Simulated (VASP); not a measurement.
# SiGe (P6_3mc) in VASP: further runs

Runs on SiGe. Level: r2SCAN. Tasks: single point.

Program: VASP 6.6.1. These are calculated values, not measurements. Logs are shortened: lines on timing, memory, paths and dates and some standing lists are left out, and cuts for length are marked.

### Step 1. The cell of the first run

The structure is hexagonal, space group P6_3mc (No. 186). The conventional cell has a = 3.904 Å, b = 3.904 Å, c = 6.454 Å, α = 90.00°, β = 90.00°, γ = 120.00°. Within 3.1 Å of Si (site symmetry 3m) lie 4 Ge at 2.31 to 2.71 Å. Within 3.1 Å of Ge (site symmetry 3m) lie 4 Si at 2.31 to 2.71 Å.

### Step 2. Single point, r2SCAN (all Ge atoms moved -0.300 Å, as atom 3 along Cartesian [0 0 1])

The input, POSCAR:

```
SiGe
1.0
    3.9043776430      0.0000000000      0.0000000000
   -1.9521888215      3.3812902248      0.0000000000
    0.0000000000      0.0000000000      6.4536796672
Si Ge
2 2
Direct
    0.6666666667      0.3333333333      0.8744661518
    0.3333333333      0.6666666667      0.3744661518
    0.6666666667      0.3333333333      0.4540477396
    0.3333333333      0.6666666667     -0.0459522604
```

The input, INCAR.step1:

```
SYSTEM = SiGe
  PREC = Accurate
  ENCUT = 520
  ISMEAR = 0
  SIGMA = 0.05
  LREAL = .FALSE.
  LASPH = .TRUE.
  NELM = 60
  NBANDS = 26
  GGA = PE
  ALGO = Normal
  EDIFF = 1E-4
  LWAVE = .TRUE.
  LCHARG = .FALSE.
```

The input, INCAR.step2:

```
SYSTEM = SiGe
  PREC = Accurate
  ENCUT = 520
  EDIFF = 1E-6
  ISMEAR = 0
  SIGMA = 0.05
  LREAL = .FALSE.
  LASPH = .TRUE.
  NELM = 60
  ALGO = Normal
  ISIF = 2
  LWAVE = .FALSE.
  LCHARG = .FALSE.
  METAGGA = R2SCAN
  LMIXTAU = .TRUE.
  NBANDS = 26
  ISTART = 1
```

The input, KPOINTS:

```
regular mesh
0
G
  12 12 4
  0 0 0
```

Potentials or basis: VASP PAW PBE potentials, release 64 (Si, Ge_d).

The run is started by

```bash
cat potpaw_PBE.64/Si/POTCAR potpaw_PBE.64/Ge_d/POTCAR > POTCAR
cp INCAR.step1 INCAR
mpirun -np 1 vasp_std > vasp.out
cp INCAR.step2 INCAR
mpirun -np 1 vasp_std > vasp.out
```

OUTCAR:

```text
SYSTEM = SiGe
   PREC = Accurate
   ENCUT = 520
   EDIFF = 1E-6
   ISMEAR = 0
   LREAL = .FALSE.
   LASPH = .TRUE.
   NELM = 60
   ISIF = 2
   METAGGA = R2SCAN
   ISTART = 1

 ion  position               nearest neighbor table
   1  0.667  0.333  0.874-   4 2.31   4 2.31   4 2.31   3 2.71
   2  0.333  0.667  0.374-   3 2.31   3 2.31   3 2.31   4 2.71
   3  0.667  0.333  0.454-   2 2.31   2 2.31   2 2.31   1 2.71
   4  0.333  0.667  0.954-   1 2.31   1 2.31   1 2.31   2 2.71

  LATTYP: Found a hexagonal cell.
 ALAT       =     3.9043776430
 C/A-ratio  =     1.6529342849

  Lattice vectors:

 A1 = (   3.9043776430,   0.0000000000,   0.0000000000)
 A2 = (  -1.9521888215,   3.3812902248,   0.0000000000)
 A3 = (   0.0000000000,   0.0000000000,   6.4536796672)

Analysis of symmetry for initial positions (statically):
=====================================================================
 Subroutine PRICEL returns:
 Original cell was already a primitive cell.

 Routine SETGRP: Setting up the symmetry group for a
 hexagonal supercell.

 Subroutine GETGRP returns: Found 12 space group operations
 (whereof  6 operations were pure point group operations)
 out of a pool of 24 trial point group operations.

The static configuration has the point symmetry C_3v.
 The point group associated with its full space group is C_6v.

Analysis of symmetry for dynamics (positions and initial velocities):
=====================================================================
 Subroutine PRICEL returns:
 Original cell was already a primitive cell.

 Routine SETGRP: Setting up the symmetry group for a
 hexagonal supercell.

 Subroutine GETGRP returns: Found 12 space group operations
 (whereof  6 operations were pure point group operations)
 out of a pool of 24 trial point group operations.

The dynamic configuration has the point symmetry C_3v.
 The point group associated with its full space group is C_6v.

 Subroutine INISYM returns: Found 12 space group operations
 (whereof  6 operations are pure point group operations),
 and found     1 'primitive' translations

----------------------------------------------------------------------------------------

                                     Primitive cell

  volume of cell :      85.2004

  direct lattice vectors                    reciprocal lattice vectors
     3.904377643  0.000000000  0.000000000     0.256122766  0.147872548  0.000000000
    -1.952188822  3.381290225  0.000000000     0.000000000  0.295745095  0.000000000
     0.000000000  0.000000000  6.453679667     0.000000000  0.000000000  0.154950362

  length of vectors
     3.904377643  3.904377643  6.453679667     0.295745095  0.295745095  0.154950362

  position of ions in fractional coordinates (direct lattice)
     0.666666667  0.333333333  0.874466152
     0.333333333  0.666666667  0.374466152
     0.666666667  0.333333333  0.454047740
     0.333333333  0.666666667  0.954047740

  ion indices of the primitive-cell ions
   primitive index   ion index
                 1           1
                 2           2
                 3           3
                 4           4

----------------------------------------------------------------------------------------

 KPOINTS: regular mesh

Automatic generation of k-mesh.
 Grid dimensions read from file:
 generate k-points for:   12   12    4

 Generating k-lattice:

  Cartesian coordinates                     Fractional coordinates (reciprocal lattice)
     0.021343564  0.012322712  0.000000000     0.083333333  0.000000000  0.000000000
     0.000000000  0.024645425  0.000000000     0.000000000  0.083333333  0.000000000
     0.000000000  0.000000000  0.038737590     0.000000000  0.000000000  0.250000000

  Length of vectors
     0.024645425  0.024645425  0.038737590

  Shift w.r.t. Gamma in fractional coordinates (k-lattice)
     0.000000000  0.000000000  0.000000000

 Subroutine IBZKPT returns following result:
 ===========================================

 Found     57 irreducible k-points:

 Following reciprocal coordinates:
            Coordinates               Weight
  0.000000  0.000000  0.000000      1.000000
  0.083333 -0.000000  0.000000      6.000000
  0.166667 -0.000000  0.000000      6.000000
  0.250000 -0.000000  0.000000      6.000000
  0.333333 -0.000000  0.000000      6.000000
  0.416667 -0.000000  0.000000      6.000000
[... 16 lines left out ...]
  0.250000 -0.000000  0.250000     12.000000
  0.333333 -0.000000  0.250000     12.000000
 [... further k-points ...]
   k-points           NKPTS =     57   k-points in BZ     NKDIM =     57   number of bands    NBANDS=     26
   number of dos      NEDOS =    301   number of ions     NIONS =      4
   total plane-waves  NPLWV =  43200
   dimension x,y,z NGX =    30 NGY =   30 NGZ =   48
   dimension x,y,z NGXF=    60 NGYF=   60 NGZF=   96
   ions per type =               2   2
   NGX,Y,Z   is equivalent  to a cutoff of  12.77, 12.77, 12.36 a.u.
   NGXF,Y,Z  is equivalent  to a cutoff of  25.55, 25.55, 24.73 a.u.
 SYSTEM =  SiGe
   PREC   = accura    normal or accurate (medium, high low for compatibility)
   ISTART =      1    job   : 0-new  1-cont  2-samecut
   ICHARG =      0    charge: 1-file 2-atom 10-const
   ISPIN  =      1    spin polarized calculation?
   LNONCOLLINEAR =      F non collinear calculations
   LSORBIT =      F    spin-orbit coupling
   LASPH  =      T    aspherical Exc in radial PAW
   ENCUT  =  520.0 eV  38.22 Ry    6.18 a.u.   7.26  7.26 12.00*2*pi/ulx,y,z
   NELM   =     60;   NELMIN=  2; NELMDL=  0     # of ELM steps
   EDIFF  = 0.1E-05   stopping-criterion for ELM
   LREAL  =      F    real-space projection
   EDIFFG = 0.1E-04   stopping-criterion for IOM
   NSW    =      0    number of steps for IOM
   IBRION =     -1    ionic relax: 0-MD 1-quasi-New 2-CG
   NFREE  =      0    steps in history (QN), initial steepest desc. (CG)
   ISIF   =      2    stress and relaxation
   ISYM   =      2    0-nonsym 1-usesym 2-fastsym
   POTIM  = 0.5000    time-step for ionic-motion
   TEBEG  =    0.0;   TEEND  =   0.0 temperature during run
   PSTRESS=    0.0 pullay stress
   NELECT =      36.0000    total number of electrons
   NUPDOWN=      -1.0000    fix difference up-down
   EMIN   =  10.00;   EMAX   =-10.00  energy-range for DOS
   EFERMI =   0.00;   METHOD = LEGACY
   ISMEAR =     0;   SIGMA  =   0.05  broadening in eV -4-tet -1-fermi 0-gaus
   EFERMI_NEDOS =   21; number of points for ismear=-14 and -15
   IALGO  =     38    algorithm
   IMIX   =      4    mixing-type and parameters
     AMIX     =   0.40;   BMIX     =  1.00
     AMIX_MAG =   1.60;   BMIX_MAG =  1.00
  volume/ion in A,a.u.               =      21.30       143.74
  Fermi-wavevector in a.u.,A,eV,Ry     =   1.228462  2.321457 20.532813  1.509119
  Thomas-Fermi vector in A             =   2.363387
   LORBIT       =      0    0 simple, 1 ext, 2 COOP (PROOUT), +10 PAW based schemes
   METAGGA = R2SCAN    functional components
   LHFCALC =     F    Hartree Fock is set to
   AEXX    =    0.0000 exact exchange contribution
   IVDW    =     0    specifies the selected vdW correction
   LEPSILON=     F    determine dielectric tensor
   LRPA    =     F    only Hartree local field effects (RPA)
 non-spin polarized calculation
 Gauss-broadening in eV      SIGMA  =   0.05
  energy-cutoff  :      520.00
  volume of cell :       85.20
 maximum number of plane-waves:      2316
 NGX is ok and might be reduce to    30
   NGX = 15   NGY = 15   NGZ = 23

 number of electron      36.0000012 magnetization

 Free energy of the ion-electron system (eV)
  ---------------------------------------------------
  ext. energy  EPLUGINS =         0.00000000
  ---------------------------------------------------
  free energy    TOTEN  =       -44.36990429 eV

  energy without entropy =      -44.36923961  energy(sigma->0) =      -44.36957195

 E-fermi :   5.9533     XC(G=0): -10.3849

 val. band max:        5.9250322175   @ k =   0.5000  -0.0000   0.2500
 cond. band min:       5.9896977151   @ k =   0.4167  -0.0000   0.2500
 fundamental gap:      0.0646654976
 Fermi energy:         5.9532958571

 k-point     1 :       0.0000    0.0000    0.0000
  band No.  band energies     occupation
      1     -19.8727      2.00000
      2     -19.8727      2.00000
      3     -19.8710      2.00000
      4     -19.8710      2.00000
      5     -19.8707      2.00000
      6     -19.8689      2.00000
[... 18 lines left out ...]
     25       9.5873      0.00000
     26      12.7996      0.00000

 k-point     2 :       0.0833   -0.0000    0.0000
  band No.  band energies     occupation
      1     -19.8730      2.00000
      2     -19.8725      2.00000
      3     -19.8720      2.00000
      4     -19.8704      2.00000
      5     -19.8688      2.00000
      6     -19.8683      2.00000
[... 18 lines left out ...]
     25       9.9168      0.00000
     26      12.0269      0.00000

 k-point     3 :       0.1667   -0.0000    0.0000
  band No.  band energies     occupation
      1     -19.8746      2.00000
      2     -19.8731      2.00000
      3     -19.8703      2.00000
      4     -19.8686      2.00000
      5     -19.8671      2.00000
      6     -19.8659      2.00000
[... 18 lines left out ...]
     25      10.7922      0.00000
     26      11.2787      0.00000

 k-point     4 :       0.2500   -0.0000    0.0000
  band No.  band energies     occupation
      1     -19.8764      2.00000
      2     -19.8738      2.00000
      3     -19.8680      2.00000
      4     -19.8661      2.00000
      5     -19.8652      2.00000
      6     -19.8628      2.00000
[... 18 lines left out ...]
     25      12.0155      0.00000
     26      12.2178      0.00000
[... 496 lines left out ...]
      1     -19.8744      2.00000
      2     -19.8733      2.00000
      3     -19.8701      2.00000
      4     -19.8688      2.00000
      5     -19.8670      2.00000
      6     -19.8661      2.00000
[... 18 lines left out ...]
     25      10.4752      0.00000
     26      12.5454      0.00000

 k-point    23 :       0.2500   -0.0000    0.2500
  band No.  band energies     occupation
      1     -19.8760      2.00000
      2     -19.8742      2.00000
      3     -19.8678      2.00000
      4     -19.8664      2.00000
      5     -19.8649      2.00000
      6     -19.8633      2.00000
[... 18 lines left out ...]
     25      11.7669      0.00000
     26      12.0432      0.00000

 k-point    24 :       0.3333   -0.0000    0.2500
  band No.  band energies     occupation
      1     -19.8774      2.00000
      2     -19.8751      2.00000
      3     -19.8656      2.00000
      4     -19.8641      2.00000
      5     -19.8629      2.00000
      6     -19.8607      2.00000
[... 18 lines left out ...]
     25      12.8907      0.00000
     26      12.9902      0.00000

 [... further k-points ...]

------------------------ aborting loop because EDIFF is reached ----------------------------------------

  FORCE on cell =-STRESS in cart. coord.  units (eV):
  Direction    XX          YY          ZZ          XY          YZ          ZX
  --------------------------------------------------------------------------------------
  -------------------------------------------------------------------------------------
  Total        3.1510939      3.1510939     -3.0166377      0.0000000      0.0000000      0.0000000
  in kB       59.2557165     59.2557165    -56.7272944      0.0000000      0.0000000      0.0000000
  external PRESSURE =      20.5947129 kB  Pullay stress =       0.0000000 kB

 VOLUME and BASIS-vectors are now :
 -----------------------------------------------------------------------------
  energy-cutoff  :      520.00
  volume of cell :       85.20
      direct lattice vectors                 reciprocal lattice vectors
     3.904377643  0.000000000  0.000000000     0.256122766  0.147872548  0.000000000
    -1.952188822  3.381290225  0.000000000     0.000000000  0.295745095  0.000000000
     0.000000000  0.000000000  6.453679667     0.000000000  0.000000000  0.154950362

 POSITION                                       TOTAL-FORCE (eV/Angst)
 -----------------------------------------------------------------------------------
      1.95219      1.12710      5.64352         0.000000      0.000000     -2.113600
     -0.00000      2.25419      2.41668         0.000000     -0.000000     -2.113600
      1.95219      1.12710      2.93028         0.000000     -0.000000      2.113600
     -0.00000      2.25419      6.15712        -0.000000      0.000000      2.113600
 -----------------------------------------------------------------------------------
    total drift:                                0.000000      0.000000     -0.015546

  FREE ENERGIE OF THE ION-ELECTRON SYSTEM (eV)
  ---------------------------------------------------
  free  energy   TOTEN  =       -44.3699042911 eV

  energy  without entropy=      -44.3692396147  energy(sigma->0) =      -44.36957195
```

Run time: 9.2 min. Hardware: 1 thread of Intel Xeon Platinum 8259CL at 2.50GHz (Skylake/Cascade Lake), shared host; peak memory 0.27 GiB.

What came out:

| Quantity | Value |
| --- | --- |
| Free energy | -44.3699 eV |
| Pressure | 2.1 GPa |
| Largest force | 2.114 eV/Å |
| Band gap on the k mesh | zero (bands 18 and 19 overlap by 0.58 eV) |

Forces on the atoms (eV/Å):
```
Si   0.000  0.000 -2.114
Si   0.000  0.000 -2.114
Ge   0.000  0.000  2.114
Ge   0.000  0.000  2.114
```

Stress tensor (GPa, compression positive):
```
 5.93  0.00  0.00
 0.00  5.93  0.00
 0.00  0.00 -5.67
```

Caveat: the cell differs from its parent crystal (all Ge atoms moved -0.300 Å, as atom 3 along Cartesian [0 0 1]); semilocal functionals underestimate gaps, so a narrow gap can read as zero; the PAW data sets were made with another functional, which shifts forces and pressure a little.

### Step 3. Single point, r2SCAN (all Ge atoms moved +0.225 Å, as atom 3 along Cartesian [0 0 1])

Edit POSCAR of step 2 so:

```diff
@@ -10,3 +10,3 @@
     0.3333333333      0.6666666667      0.3744661518
-    0.6666666667      0.3333333333      0.4540477396
-    0.3333333333      0.6666666667     -0.0459522604
+    0.6666666667      0.3333333333      0.5353966796
+    0.3333333333      0.6666666667      0.0353966796
```

The input, INCAR.step1:

```
  ALGO = Normal
  EDIFF = 1E-4
  ENCUT = 520
  GGA = PE
  ISMEAR = 0
  LASPH = True
  LCHARG = False
  LREAL = False
  LWAVE = True
  NBANDS = 26
  NELM = 100
  PREC = Accurate
  SIGMA = 0.05
```

The input, INCAR.step2:

```
  ALGO = Normal
  EDIFF = 1E-6
  ENCUT = 520
  ISIF = 2
  ISMEAR = 0
  ISTART = 1
  LASPH = True
  LCHARG = False
  LMIXTAU = True
  LREAL = False
  LWAVE = False
  METAGGA = R2SCAN
  NBANDS = 26
  NELM = 100
  PREC = Accurate
  SIGMA = 0.05
```

The input, KPOINTS:

```
k-points
0
Gamma
  12 12 4
```

Potentials or basis: VASP PAW PBE potentials, release 64 (Si, Ge_d).

The run is started by

```bash
cat potpaw_PBE.64/Si/POTCAR potpaw_PBE.64/Ge_d/POTCAR > POTCAR
cp INCAR.step1 INCAR
mpirun -np 1 vasp_std > vasp.out
cp INCAR.step2 INCAR
mpirun -np 1 vasp_std > vasp.out
```

It took 6.6 min on 1 thread of Intel Xeon Platinum 8259CL at 2.50GHz (Skylake/Cascade Lake), shared host; peak memory 0.27 GiB.

It converged, with:

```
Free energy            : -44.3950 eV
Pressure               : 1.6 GPa
Largest force          : 3.774 eV/Å
Band gap on the k mesh : zero (bands 18 and 19 overlap by 0.27 eV)
```

Forces on the atoms (eV/Å):
```
Si   0.000  0.000  3.774
Si   0.000  0.000  3.774
Ge   0.000  0.000 -3.774
Ge   0.000  0.000 -3.774
```

Stress tensor (GPa, compression positive):
```
-3.98  0.00  0.00
 0.00 -3.98  0.00
 0.00  0.00 12.81
```

Levels at points of the mesh, in eV from the Fermi level:
| k point | band 16 | band 17 | band 18 | band 19 | band 20 | band 21 |
| --- | --- | --- | --- | --- | --- | --- |
| (0.00, 0.00, 0.00) | -2.05 | 0.16 | 0.16 | 0.76 | 1.25 | 1.25 |
| (0.50, 0.00, 0.00) | -4.31 | -3.68 | -1.48 | 0.40 | 1.86 | 1.99 |
| (0.00, 0.00, 0.50) | -1.31 | -1.31 | -1.31 | 1.59 | 1.59 | 2.89 |
| (0.50, 0.00, 0.50) | -3.68 | -2.88 | -2.88 | 0.09 | 0.09 | 2.01 |

Caveat: the cell differs from its parent crystal (all Ge atoms moved +0.225 Å, as atom 3 along Cartesian [0 0 1]); semilocal functionals underestimate gaps, so a narrow gap can read as zero; the PAW data sets were made with another functional, which shifts forces and pressure a little.
